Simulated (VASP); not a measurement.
# K (P2_13) in VASP: single point with PBE

Aim: the single point of K with PBE.

All numbers are computed with VASP 6.6.1; they aren't measurements. Logs are shortened: lines on timing, memory, paths and dates and some standing lists are left out, and cuts for length are marked.

## (1) The cell of the first run

Symmetry: P2_13, No. 198, cubic system. The conventional cell has a = 7.085 Å, b = 7.085 Å, c = 7.085 Å, α = 90.00°, β = 90.00°, γ = 90.00°.

## (2) Single point, PBE

Input file INCAR:

```
PREC = Accurate
ENCUT = 520
EDIFF = 1E-7
ISMEAR = 0
SIGMA = 0.1
LREAL = False
LASPH = True
NELM = 100
ALGO = Normal
ISIF = 2
LWAVE = False
LCHARG = False
GGA = PE
NBANDS = 26
```

Input file KPOINTS:

```
regular mesh
0
Gamma
  4 4 4
```

Input file POSCAR:

```
K
1.0
    7.0851781288      0.0000000000      0.0000000000
    0.0000000000      7.0851781288      0.0000000000
    0.0000000000      0.0000000000      7.0851781288
K
4
Direct
    0.0300000000      0.0300000000      0.0300000000
    0.4700000000      0.9700000000      0.5300000000
    0.5300000000      0.4700000000      0.9700000000
    0.9700000000      0.5300000000      0.4700000000
```

Potentials or basis: VASP PAW PBE potentials, release 64 (K_sv).

Launch:

```bash
$ cat potpaw_PBE.64/K_sv/POTCAR > POTCAR
$ mpirun -np 1 vasp_std > vasp.out
```

OUTCAR:

```text
PREC = Accurate
   ENCUT = 520
   EDIFF = 1E-7
   ISMEAR = 0
   LREAL = False
   LASPH = True
   NELM = 100
   ISIF = 2
   GGA = PE

 ion  position               nearest neighbor table
   1  0.030  0.030  0.030-
   2  0.470  0.970  0.530-
   3  0.530  0.470  0.970-
   4  0.970  0.530  0.470-

  LATTYP: Found a simple cubic cell.
 ALAT       =     7.0851781288

  Lattice vectors:

 A1 = (   7.0851781288,   0.0000000000,   0.0000000000)
 A2 = (   0.0000000000,   7.0851781288,   0.0000000000)
 A3 = (   0.0000000000,   0.0000000000,   7.0851781288)

Analysis of symmetry for initial positions (statically):
=====================================================================
 Subroutine PRICEL returns:
 Original cell was already a primitive cell.

 Routine SETGRP: Setting up the symmetry group for a
 simple cubic supercell.

 Subroutine GETGRP returns: Found 12 space group operations
 (whereof  3 operations were pure point group operations)
 out of a pool of 48 trial point group operations.

The static configuration has the point symmetry C_3 .
 The point group associated with its full space group is T   .

Analysis of symmetry for dynamics (positions and initial velocities):
=====================================================================
 Subroutine PRICEL returns:
 Original cell was already a primitive cell.

 Routine SETGRP: Setting up the symmetry group for a
 simple cubic supercell.

 Subroutine GETGRP returns: Found 12 space group operations
 (whereof  3 operations were pure point group operations)
 out of a pool of 48 trial point group operations.

The dynamic configuration has the point symmetry C_3 .
 The point group associated with its full space group is T   .

 Subroutine INISYM returns: Found 12 space group operations
 (whereof  3 operations are pure point group operations),
 and found     1 'primitive' translations

----------------------------------------------------------------------------------------

                                     Primitive cell

  volume of cell :     355.6742

[... 71 lines left out ...]
   ICHARG =      2    charge: 1-file 2-atom 10-const
   ISPIN  =      1    spin polarized calculation?
   LNONCOLLINEAR =      F non collinear calculations
   LSORBIT =      F    spin-orbit coupling
   LASPH  =      T    aspherical Exc in radial PAW
   ENCUT  =  520.0 eV  38.22 Ry    6.18 a.u.  13.17 13.17 13.17*2*pi/ulx,y,z
   NELM   =    100;   NELMIN=  2; NELMDL= -5     # of ELM steps
   EDIFF  = 0.1E-06   stopping-criterion for ELM
   LREAL  =      F    real-space projection
   EDIFFG = 0.1E-05   stopping-criterion for IOM
   NSW    =      0    number of steps for IOM
   IBRION =     -1    ionic relax: 0-MD 1-quasi-New 2-CG
   NFREE  =      0    steps in history (QN), initial steepest desc. (CG)
   ISIF   =      2    stress and relaxation
   ISYM   =      2    0-nonsym 1-usesym 2-fastsym
   POTIM  = 0.5000    time-step for ionic-motion
   TEBEG  =    0.0;   TEEND  =   0.0 temperature during run
   PSTRESS=    0.0 pullay stress
   NELECT =      36.0000    total number of electrons
   NUPDOWN=      -1.0000    fix difference up-down
   EMIN   =  10.00;   EMAX   =-10.00  energy-range for DOS
   EFERMI =   0.00;   METHOD = LEGACY
   ISMEAR =     0;   SIGMA  =   0.10  broadening in eV -4-tet -1-fermi 0-gaus
   EFERMI_NEDOS =   21; number of points for ismear=-14 and -15
   IALGO  =     38    algorithm
   IMIX   =      4    mixing-type and parameters
     AMIX     =   0.40;   BMIX     =  1.00
     AMIX_MAG =   1.60;   BMIX_MAG =  1.00
  volume/ion in A,a.u.               =      88.92       600.05
  Fermi-wavevector in a.u.,A,eV,Ry     =   0.762942  1.441751  7.919687  0.582081
  Thomas-Fermi vector in A             =   1.862515
   LORBIT       =      0    0 simple, 1 ext, 2 COOP (PROOUT), +10 PAW based schemes
   GGA     = PE    functional components
   LHFCALC =     F    Hartree Fock is set to
   AEXX    =    0.0000 exact exchange contribution
   IVDW    =     0    specifies the selected vdW correction
   LEPSILON=     F    determine dielectric tensor
   LRPA    =     F    only Hartree local field effects (RPA)
 non-spin polarized calculation
 Gauss-broadening in eV      SIGMA  =   0.10
  energy-cutoff  :      520.00
  volume of cell :      355.67
 maximum number of plane-waves:      9627
 NGX is ok and might be reduce to    54
   NGX = 27   NGY = 27   NGZ = 27

 number of electron      36.0000000 magnetization

 Free energy of the ion-electron system (eV)
  ---------------------------------------------------
  ext. energy  EPLUGINS =         0.00000000
  ---------------------------------------------------
  free energy    TOTEN  =        -3.99349906 eV

  energy without entropy =       -3.97202059  energy(sigma->0) =       -3.98275983

 E-fermi :  -0.4864     XC(G=0):  -5.2091

 val. band max:       -0.5792033864   @ k =   0.5000   0.5000   0.2500
 cond. band min:      -0.4717368707   @ k =   0.2500   0.2500   0.0000
 fundamental gap:      0.1074665158
 Fermi energy:        -0.4864333406

 k-point     1 :       0.0000    0.0000    0.0000
  band No.  band energies     occupation
      1     -32.7679      2.00000
      2     -32.7654      2.00000
      3     -32.7654      2.00000
      4     -32.7654      2.00000
      5     -16.2604      2.00000
      6     -16.2604      2.00000
[... 308 lines left out ...]
     25       3.2987      0.00000
     26       3.3075      0.00000

------------------------ aborting loop because EDIFF is reached ----------------------------------------

  FORCE on cell =-STRESS in cart. coord.  units (eV):
  Direction    XX          YY          ZZ          XY          YZ          ZX
  --------------------------------------------------------------------------------------
  -------------------------------------------------------------------------------------
  Total       -0.8906942     -0.8906942     -0.8906942      0.0000000     -0.0000000      0.0000000
  in kB       -4.0122399     -4.0122399     -4.0122399      0.0000000     -0.0000000      0.0000000
  external PRESSURE =      -4.0122399 kB  Pullay stress =       0.0000000 kB

 VOLUME and BASIS-vectors are now :
 -----------------------------------------------------------------------------
  energy-cutoff  :      520.00
  volume of cell :      355.67
      direct lattice vectors                 reciprocal lattice vectors
     7.085178129  0.000000000  0.000000000     0.141139712  0.000000000  0.000000000
     0.000000000  7.085178129  0.000000000     0.000000000  0.141139712  0.000000000
     0.000000000  0.000000000  7.085178129     0.000000000  0.000000000  0.141139712

 POSITION                                       TOTAL-FORCE (eV/Angst)
 -----------------------------------------------------------------------------------
      0.21256      0.21256      0.21256        -0.054578     -0.054578     -0.054578
      3.33003      6.87262      3.75514         0.054578      0.054578     -0.054578
      3.75514      3.33003      6.87262        -0.054578      0.054578      0.054578
      6.87262      3.75514      3.33003         0.054578     -0.054578      0.054578
 -----------------------------------------------------------------------------------
    total drift:                                0.000000      0.000000     -0.000000

  FREE ENERGIE OF THE ION-ELECTRON SYSTEM (eV)
  ---------------------------------------------------
  free  energy   TOTEN  =        -3.9934990647 eV

  energy  without entropy=       -3.9720205929  energy(sigma->0) =       -3.98275983
```

Run time: 2.5 min. Hardware: 1 thread of Intel Xeon Platinum 8259CL at 2.50GHz (Skylake/Cascade Lake), shared host; peak memory 0.38 GiB.

What came out:

| Item | Value |
| --- | --- |
| Free energy | -3.9935 eV |
| Pressure | -0.4 GPa |
| Largest force | 0.095 eV/Å |
| Band gap on the k mesh | zero (band 18 reaches 0.45 eV, above the bottom of band 19 at -0.75 eV) |

Forces on the atoms (eV/Å):
```
K   -0.055 -0.055 -0.055
K    0.055  0.055 -0.055
K   -0.055  0.055  0.055
K    0.055 -0.055  0.055
```

Levels at points of the mesh, in eV from the Fermi level:
| k point | band 16 | band 17 | band 18 | band 19 | band 20 | band 21 |
| --- | --- | --- | --- | --- | --- | --- |
| (0.00, 0.00, 0.00) | -15.74 | -1.91 | 0.94 | 0.94 | 0.94 | 1.19 |
| (0.50, 0.00, 0.00) | -15.74 | -1.09 | -1.09 | 1.43 | 1.43 | 1.60 |
| (0.50, 0.50, 0.00) | -15.74 | -0.37 | -0.37 | -0.26 | -0.26 | 2.01 |
| (0.50, 0.50, 0.50) | -15.74 | 0.30 | 0.30 | 0.30 | 0.30 | 0.50 |
